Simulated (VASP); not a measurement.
# Ta (P6_3/mmc) in VASP: notebook

Ta is run at these levels: LDA; tasks: single point.

Program: VASP 6.6.1. These are calculated values, not measurements. Logs are shortened: lines on timing, memory, paths and dates and some standing lists are left out, and cuts for length are marked.

## Step 1: The cell of the first run

Symmetry: P6_3/mmc, No. 194, hexagonal system. The conventional cell has a = 2.900 Å, b = 2.900 Å, c = 5.166 Å, α = 90.00°, β = 90.00°, γ = 120.00°. Ta (site symmetry -6m2) has 12 Ta at 2.90 to 3.08 Å within 3.8 Å.

This isn't the form of Ta at room conditions, which is bcc.

## Step 2: Single point, LDA

INCAR reads:

```
SYSTEM = Ta
PREC = Accurate ; ENCUT = 500
EDIFF = 1E-6 ; ISMEAR = 0
SIGMA = 0.1 ; LREAL = .FALSE.
LASPH = .TRUE. ; NELM = 120
ALGO = Normal ; ISIF = 2
LWAVE = .FALSE. ; LCHARG = .FALSE.
GGA = CA ; NBANDS = 18
GGA_COMPAT = .FALSE.
```

KPOINTS reads:

```
regular mesh
0
G
  3 3 2
  0 0 0
```

POSCAR reads:

```
Ta
1.0
    2.9003700000      0.0000000000      0.0000000000
   -1.4501900000      2.5118000000      0.0000000000
    0.0000000000      0.0000000000      5.1662700000
Ta
2
Direct
    0.6666666667      0.3333333333      0.7500000000
    0.3333333333      0.6666666667      0.2500000000
```

Potentials or basis: VASP PAW LDA potentials, release 64 (Ta_pv).

Launch:

```
cat potpaw_LDA.64/Ta_pv/POTCAR > POTCAR
mpirun -np 1 vasp_std > vasp.out
```

OUTCAR:

```text
SYSTEM = Ta
   PREC = Accurate
   ENCUT = 500
   EDIFF = 1E-6
   ISMEAR = 0
   LREAL = .FALSE.
   LASPH = .TRUE.
   NELM = 120
   ISIF = 2
   GGA = CA

 ion  position               nearest neighbor table
   1  0.667  0.333  0.750-   2 3.08   2 3.08   2 3.08   2 3.08   2 3.08   2 3.08
   2  0.333  0.667  0.250-   1 3.08   1 3.08   1 3.08   1 3.08   1 3.08   1 3.08

  LATTYP: Found a hexagonal cell.
 ALAT       =     2.9003700000
 C/A-ratio  =     1.7812451515

  Lattice vectors:

 A1 = (   2.9003700000,   0.0000000000,   0.0000000000)
 A2 = (  -1.4501900000,   2.5118000000,   0.0000000000)
 A3 = (   0.0000000000,   0.0000000000,   5.1662700000)

Analysis of symmetry for initial positions (statically):
=====================================================================
 Subroutine PRICEL returns:
 Original cell was already a primitive cell.

 Routine SETGRP: Setting up the symmetry group for a
 hexagonal supercell.

 Subroutine GETGRP returns: Found 24 space group operations
 (whereof 12 operations were pure point group operations)
 out of a pool of 24 trial point group operations.

The static configuration has the point symmetry D_3d.
 The point group associated with its full space group is D_6h.

Analysis of symmetry for dynamics (positions and initial velocities):
=====================================================================
 Subroutine PRICEL returns:
 Original cell was already a primitive cell.

 Routine SETGRP: Setting up the symmetry group for a
 hexagonal supercell.

 Subroutine GETGRP returns: Found 24 space group operations
 (whereof 12 operations were pure point group operations)
 out of a pool of 24 trial point group operations.

The dynamic configuration has the point symmetry D_3d.
 The point group associated with its full space group is D_6h.

 Subroutine INISYM returns: Found 24 space group operations
 (whereof 12 operations are pure point group operations),
 and found     1 'primitive' translations

----------------------------------------------------------------------------------------

                                     Primitive cell

  volume of cell :      37.6370

  direct lattice vectors                    reciprocal lattice vectors
     2.900370000  0.000000000  0.000000000     0.344783597  0.199061121  0.000000000
    -1.450190000  2.511800000  0.000000000     0.000000000  0.398120869  0.000000000
     0.000000000  0.000000000  5.166270000     0.000000000  0.000000000  0.193563248

  length of vectors
     2.900370000  2.900377609  5.166270000     0.398121914  0.398120869  0.193563248

  position of ions in fractional coordinates (direct lattice)
     0.666666667  0.333333333  0.750000000
     0.333333333  0.666666667  0.250000000

  ion indices of the primitive-cell ions
   primitive index   ion index
                 1           1
                 2           2

----------------------------------------------------------------------------------------

 KPOINTS: regular mesh

Automatic generation of k-mesh.
 Grid dimensions read from file:
 generate k-points for:    3    3    2

 Generating k-lattice:

  Cartesian coordinates                     Fractional coordinates (reciprocal lattice)
     0.114927866  0.066353707  0.000000000     0.333333333 -0.000000000  0.000000000
     0.000000000  0.132706956  0.000000000     0.000000000  0.333333333  0.000000000
     0.000000000  0.000000000  0.096781624     0.000000000  0.000000000  0.500000000

  Length of vectors
     0.132707305  0.132706956  0.096781624

  Shift w.r.t. Gamma in fractional coordinates (k-lattice)
     0.000000000  0.000000000  0.000000000

 Subroutine IBZKPT returns following result:
 ===========================================

 Found      6 irreducible k-points:

 Following reciprocal coordinates:
            Coordinates               Weight
  0.000000  0.000000  0.000000      1.000000
  0.333333 -0.000000  0.000000      6.000000
  0.333333  0.333333  0.000000      2.000000
  0.000000  0.000000  0.500000      1.000000
  0.333333 -0.000000  0.500000      6.000000
  0.333333  0.333333  0.500000      2.000000
   k-points           NKPTS =      6   k-points in BZ     NKDIM =      6   number of bands    NBANDS=     18
   number of dos      NEDOS =    301   number of ions     NIONS =      2
   total plane-waves  NPLWV =  23040
   dimension x,y,z NGX =    24 NGY =   24 NGZ =   40
   dimension x,y,z NGXF=    48 NGYF=   48 NGZF=   80
   ions per type =               2
   NGX,Y,Z   is equivalent  to a cutoff of  13.76, 13.76, 12.87 a.u.
   NGXF,Y,Z  is equivalent  to a cutoff of  27.51, 27.51, 25.74 a.u.
 SYSTEM =  Ta
   PREC   = accura    normal or accurate (medium, high low for compatibility)
   ISTART =      0    job   : 0-new  1-cont  2-samecut
   ICHARG =      2    charge: 1-file 2-atom 10-const
   ISPIN  =      1    spin polarized calculation?
   LNONCOLLINEAR =      F non collinear calculations
   LSORBIT =      F    spin-orbit coupling
   LASPH  =      T    aspherical Exc in radial PAW
   ENCUT  =  500.0 eV  36.75 Ry    6.06 a.u.   5.29  5.29  9.42*2*pi/ulx,y,z
   NELM   =    120;   NELMIN=  2; NELMDL= -5     # of ELM steps
   EDIFF  = 0.1E-05   stopping-criterion for ELM
   LREAL  =      F    real-space projection
[... 7 lines left out ...]
   TEBEG  =    0.0;   TEEND  =   0.0 temperature during run
   PSTRESS=    0.0 pullay stress
   NELECT =      22.0000    total number of electrons
   NUPDOWN=      -1.0000    fix difference up-down
   EMIN   =  10.00;   EMAX   =-10.00  energy-range for DOS
   EFERMI =   0.00;   METHOD = LEGACY
   ISMEAR =     0;   SIGMA  =   0.10  broadening in eV -4-tet -1-fermi 0-gaus
   EFERMI_NEDOS =   21; number of points for ismear=-14 and -15
   IALGO  =     38    algorithm
   IMIX   =      4    mixing-type and parameters
     AMIX     =   0.40;   BMIX     =  1.00
     AMIX_MAG =   1.60;   BMIX_MAG =  1.00
  volume/ion in A,a.u.               =      18.82       126.99
  Fermi-wavevector in a.u.,A,eV,Ry     =   1.368812  2.586680 25.492513  1.873647
  Thomas-Fermi vector in A             =   2.494743
   LORBIT       =      0    0 simple, 1 ext, 2 COOP (PROOUT), +10 PAW based schemes
   GGA     = CA    functional components
   LHFCALC =     F    Hartree Fock is set to
   AEXX    =    0.0000 exact exchange contribution
   IVDW    =     0    specifies the selected vdW correction
   LEPSILON=     F    determine dielectric tensor
   LRPA    =     F    only Hartree local field effects (RPA)
 non-spin polarized calculation
 Gauss-broadening in eV      SIGMA  =   0.10
  energy-cutoff  :      500.00
  volume of cell :       37.64
 maximum number of plane-waves:       967
 NGX is ok and might be reduce to    24
   NGX = 11   NGY = 11   NGZ = 19

 number of electron      22.0000002 magnetization

 Free energy of the ion-electron system (eV)
  ---------------------------------------------------
  ext. energy  EPLUGINS =         0.00000000
  ---------------------------------------------------
  free energy    TOTEN  =       -24.67515383 eV

  energy without entropy =      -24.64269630  energy(sigma->0) =      -24.65892506

 E-fermi :   5.6831     XC(G=0): -12.5718

 val. band max:        5.6779512164   @ k =   0.3333  -0.0000   0.0000
 cond. band min:       5.7863909073   @ k =   0.3333  -0.0000   0.5000
 fundamental gap:      0.1084396909
 Fermi energy:         5.6830704481

 k-point     1 :       0.0000    0.0000    0.0000
  band No.  band energies     occupation
      1     -28.9007      2.00000
      2     -28.1172      2.00000
      3     -28.1171      2.00000
      4     -28.0797      2.00000
      5     -28.0349      2.00000
      6     -28.0349      2.00000
[... 10 lines left out ...]
     17      10.5004      0.00000
     18      10.5004      0.00000

 k-point     2 :       0.3333   -0.0000    0.0000
  band No.  band energies     occupation
      1     -28.9061      2.00000
      2     -28.8083      2.00000
      3     -28.6132      2.00000
      4     -28.3258      2.00000
      5     -28.1906      2.00000
      6     -28.1427      2.00000
[... 10 lines left out ...]
     17      10.9053      0.00000
     18      13.1708      0.00000

 k-point     3 :       0.3333    0.3333    0.0000
  band No.  band energies     occupation
      1     -28.8983      2.00000
      2     -28.7986      2.00000
      3     -28.7986      2.00000
      4     -28.6945      2.00000
      5     -28.3207      2.00000
      6     -28.3207      2.00000
[... 10 lines left out ...]
     17      12.6046      0.00000
     18      12.6046      0.00000

 k-point     4 :       0.0000    0.0000    0.5000
  band No.  band energies     occupation
      1     -28.5031      2.00000
      2     -28.5031      2.00000
      3     -28.0762      2.00000
      4     -28.0762      2.00000
      5     -28.0762      2.00000
      6     -28.0762      2.00000
[... 10 lines left out ...]
     17       9.7707      0.00000
     18       9.7707      0.00000

 k-point     5 :       0.3333   -0.0000    0.5000
  band No.  band energies     occupation
      1     -28.9141      2.00000
      2     -28.9141      2.00000
      3     -28.3203      2.00000
      4     -28.3203      2.00000
      5     -28.2586      2.00000
      6     -28.2586      2.00000
[... 10 lines left out ...]
     17      10.1749      0.00000
     18      10.1749      0.00000

 k-point     6 :       0.3333    0.3333    0.5000
  band No.  band energies     occupation
      1     -28.8744      2.00000
      2     -28.8744      2.00000
      3     -28.7975      2.00000
      4     -28.7975      2.00000
      5     -28.2379      2.00000
      6     -28.2379      2.00000
[... 10 lines left out ...]
     17      14.8037      0.00000
     18      14.8247      0.00000

------------------------ aborting loop because EDIFF is reached ----------------------------------------

  FORCE on cell =-STRESS in cart. coord.  units (eV):
  Direction    XX          YY          ZZ          XY          YZ          ZX
  --------------------------------------------------------------------------------------
  -------------------------------------------------------------------------------------
  Total       -3.1157800     -3.1157946     -0.0308426      0.0000062     -0.0000000      0.0000000
  in kB     -132.6361179   -132.6367410     -1.3129433      0.0002640     -0.0000000      0.0000000
  external PRESSURE =     -88.8619341 kB  Pullay stress =       0.0000000 kB

 VOLUME and BASIS-vectors are now :
 -----------------------------------------------------------------------------
  energy-cutoff  :      500.00
  volume of cell :       37.64
      direct lattice vectors                 reciprocal lattice vectors
     2.900370000  0.000000000  0.000000000     0.344783597  0.199061121  0.000000000
    -1.450190000  2.511800000  0.000000000     0.000000000  0.398120869  0.000000000
     0.000000000  0.000000000  5.166270000     0.000000000  0.000000000  0.193563248

 POSITION                                       TOTAL-FORCE (eV/Angst)
 -----------------------------------------------------------------------------------
      1.45018      0.83727      3.87470        -0.000000     -0.000000      0.000000
     -0.00000      1.67453      1.29157         0.000000      0.000000      0.000000
 -----------------------------------------------------------------------------------
    total drift:                               -0.000000      0.000000     -0.000000

  FREE ENERGIE OF THE ION-ELECTRON SYSTEM (eV)
  ---------------------------------------------------
  free  energy   TOTEN  =       -24.6751538333 eV

  energy  without entropy=      -24.6426962966  energy(sigma->0) =      -24.65892506
```

It took 7.2 s on 1 thread of Intel Xeon 8259CL, shared host; peak memory 0.13 GiB.

What came out:

```
Free energy            : -24.6752 eV
Pressure               : -8.9 GPa
Band gap on the k mesh : zero (bands 11 and 12 overlap by 1.12 eV)
```

Stress tensor (GPa, compression positive):
```
-13.26   0.00   0.00
  0.00 -13.26   0.00
  0.00   0.00  -0.13
```

Levels at points of the mesh, in eV from the Fermi level:
| k point | band 9 | band 10 | band 11 | band 12 | band 13 | band 14 |
| --- | --- | --- | --- | --- | --- | --- |
| (0.00, 0.00, 0.00) | -0.81 | -0.12 | 0.21 | 0.21 | 0.76 | 0.76 |
| (0.00, 0.00, 0.50) | -1.34 | -1.34 | 0.27 | 0.27 | 0.27 | 0.27 |

Caveat: the k points lie up to 0.83 Å⁻¹ apart, too coarse for converged energies and pressures of a metal; spin-orbit coupling is left out, which moves the levels of the heavy elements.

## Step 3: Single point, LDA

INCAR reads:

```
SYSTEM = Ta
ALGO     = Normal         ! electronic algorithm
EDIFF    = 1E-6           ! SCF threshold, eV
ENCUT    = 500            ! plane-wave cutoff, eV
GGA      = CA             ! functional
GGA_COMPAT= .FALSE.      
ISIF     = 2              ! what is computed and relaxed
ISMEAR   = 0              ! smearing method
LASPH    = .TRUE.         ! aspherical terms in the spheres
LCHARG   = .FALSE.        ! write CHGCAR
LREAL    = .FALSE.        ! projectors in reciprocal space
LWAVE    = .FALSE.        ! write WAVECAR
NBANDS   = 18             ! bands
NELM     = 120            ! most SCF steps
PREC     = Accurate       ! precision mode
SIGMA    = 0.1            ! smearing width, eV
```

KPOINTS reads:

```
k-points
0
G
  5 5 3
  0 0 0
```

POSCAR is that of step 2.

Potentials or basis: VASP PAW LDA potentials, release 64 (Ta_pv).

Launch:

```
cat potpaw_LDA.64/Ta_pv/POTCAR > POTCAR
mpirun -np 1 vasp_std > vasp.out
```

It took 9.6 s on 1 thread of Intel Xeon 8259CL, shared host; peak memory 0.14 GiB.

The run converged. Its results:

```
Free energy            : -25.0922 eV
Pressure               : -13.0 GPa
Band gap on the k mesh : zero (bands 11 and 12 overlap by 0.96 eV)
```

Stress tensor (GPa, compression positive):
```
-14.83   0.00   0.00
  0.00 -14.83   0.00
  0.00   0.00  -9.28
```

Levels at points of the mesh, in eV from the Fermi level:
```tsv
k point	band 9	band 10	band 11	band 12	band 13	band 14
(0.00, 0.00, 0.00)	-0.45	0.16	0.71	0.71	1.27	1.27
```

Caveat: the k points lie up to 0.50 Å⁻¹ apart, too coarse for converged energies and pressures of a metal; spin-orbit coupling is left out, which moves the levels of the heavy elements.

## Step 4: Single point, LDA

INCAR reads:

```
SYSTEM = Ta
ALGO = Normal ; EDIFF = 1E-6
ENCUT = 500 ; GGA = CA
GGA_COMPAT = .FALSE. ; ISIF = 2
ISMEAR = 0 ; LASPH = .TRUE.
LCHARG = .FALSE. ; LREAL = .FALSE.
LWAVE = .FALSE. ; NBANDS = 18
NELM = 120 ; PREC = Accurate
SIGMA = 0.1
```

KPOINTS reads:

```
k-points
0
G
  7 7 4
  0 0 0
```

POSCAR is that of step 3.

Launch:

```
cat potpaw_LDA.64/Ta_pv/POTCAR > POTCAR
mpirun -np 1 vasp_std > vasp.out
```

It took 17 s on 1 thread of Intel Xeon 8259CL, shared host; peak memory 0.15 GiB.

The run converged. Its results:

```yaml
Free_energy: -24.9390 eV
Pressure: -10.7 GPa
Band_gap_on_the_k_mesh: zero (bands 11 and 12 overlap by 1.94 eV)
```

Stress tensor (GPa, compression positive):
```
-10.60   0.00   0.00
  0.00 -10.60   0.00
  0.00   0.00 -11.00
```

Levels at points of the mesh, in eV from the Fermi level:
| k point | band 7 | band 8 | band 9 | band 10 | band 11 | band 12 | band 13 | band 14 | band 15 | band 16 |
| --- | --- | --- | --- | --- | --- | --- | --- | --- | --- | --- |
| (0.00, 0.00, 0.00) | -7.98 | -4.77 | -0.49 | 0.14 | 0.64 | 0.64 | 1.20 | 1.20 | 2.99 | 2.99 |
| (0.00, 0.00, 0.50) | -6.17 | -6.17 | -1.05 | -1.05 | 0.69 | 0.69 | 0.69 | 0.69 | 4.42 | 4.42 |

Caveat: the cell stands under tension; spin-orbit coupling is left out, which moves the levels of the heavy elements.

## Step 5: Single point, LDA

INCAR reads:

```
SYSTEM = Ta
  PREC = Accurate
  ENCUT = 500
  EDIFF = 1E-6
  ISMEAR = 0
  SIGMA = 0.1
  LREAL = .False.
  LASPH = .True.
  NELM = 120
  ALGO = Normal
  ISIF = 2
  LWAVE = .False.
  LCHARG = .False.
  NBANDS = 18
  GGA_COMPAT = .False.
```

KPOINTS reads:

```
Automatic mesh
0
Gamma
  9 9 5
  0 0 0
```

POSCAR is that of step 4.

Launch:

```
cat potpaw_LDA.64/Ta_pv/POTCAR > POTCAR
mpirun -np 1 vasp_std > vasp.out
```

Run time: 26 s. Hardware: 1 thread of Intel Xeon 8259CL, shared host; peak memory 0.15 GiB.

Results (log left out):

| Item | Value |
| --- | --- |
| Free energy | -24.9607 eV |
| Pressure | -11.1 GPa |
| Band gap on the k mesh | zero (bands 11 and 12 overlap by 1.52 eV) |

Stress tensor (GPa, compression positive):
```
-12.67   0.00   0.00
  0.00 -12.67   0.00
  0.00   0.00  -8.06
```

Levels at points of the mesh, in eV from the Fermi level:
| k point | band 8 | band 9 | band 10 | band 11 | band 12 | band 13 | band 14 | band 15 |
| --- | --- | --- | --- | --- | --- | --- | --- | --- |
| (0.00, 0.00, 0.00) | -4.87 | -0.60 | 0.03 | 0.55 | 0.55 | 1.10 | 1.11 | 2.89 |

Caveat: the cell stands under tension; spin-orbit coupling is left out, which moves the levels of the heavy elements.

## Step 6: The runs side by side

```tsv
k mesh	gap on the mesh (eV)	pressure (GPa)
3 × 3 × 2	none	-8.9
5 × 5 × 3	none	-13.0
7 × 7 × 4	none	-10.7
9 × 9 × 5	none	-11.1
```

Alike in all rows: task single point; level LDA; potentials or basis VASP PAW LDA potentials, release 64 (Ta_pv); no spin polarisation; cell as given; cutoff (eV) 500; smearing gaussian 0.1 eV.

Caveats: some runs use coarse meshes; spin-orbit coupling is left out, which moves the levels of the heavy elements; the cell stands under tension (at least some runs).

Total energies depend on the potentials used, so only differences within one code and one set of settings carry meaning.

The gap in the log of VASP goes by the Fermi energy; the results here count the filled bands.